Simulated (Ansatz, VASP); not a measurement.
**One calculation of SnTe, two programs**

```
CELL_PARAMETERS angstrom
0.00000 3.23224 3.23224
3.23224 0.00000 3.23224
3.23224 3.23224 0.00000
ATOMIC_POSITIONS crystal
Sn 0.00000 0.00000 0.00000
Te 0.25000 0.25000 0.25000
```

Change from the starting cell: volume scaled by 0.72, LAPW.

Alike in both runs: task single point; functional PBE; k mesh 12 × 12 × 12; occupations fermi-dirac, width 0.08 eV; no spin polarisation.

|  | VASP | Ansatz |
| --- | --- | --- |
| version | VASP 6.6.1 | Ansatz 0.2.0 |
| potentials or method | VASP PAW PBE potentials, release 64 (Sn_d, Te), cutoff 520 eV | all-electron LAPW, scalar-relativistic |

|  | VASP | Ansatz | Ansatz less VASP |
| --- | --- | --- | --- |
| pressure (GPa) | 14.3 | 14.3 | +0.01 |

Ansatz ran all-electron here, and VASP with PAW potentials.

Spin-orbit coupling is off throughout.
